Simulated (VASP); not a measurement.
The system is BiTe.

```xyz
2
Lattice="2.4064 1.3894 3.2950 -2.4064 1.3894 3.2950 0.0000 -2.7787 3.2950" Properties=species:S:1:pos:R:3 pbc="T T T"
Bi    0.0000    0.0000    4.9425
Te    0.0000    0.0000    0.0000
```

Base run:

| Quantity | Value |
| --- | --- |
| Program | VASP 6.6.1 |
| Functional | r2SCAN |
| Potentials or basis | VASP PAW PBE potentials, release 64 (Bi_d, Te) |
| Cutoff | 520 eV |
| k mesh | 7 × 7 × 7 |
| Occupations | fermi-dirac, width 0.05 eV |
| Spin | no spin polarisation |

Its results: pressure 0.4 GPa.

**Question.** The run is repeated on the same cell with these changes: functional from r2SCAN to HSE06; k mesh from 7 × 7 × 7 to 4 × 4 × 4. What comes out?

**Answer.** Pressure -1.0 GPa.

Several settings changed at once, so the effect can't be laid on one alone.

Caveats: some runs use coarse meshes; the PAW data sets were made with another functional, which shifts forces and pressure a little.
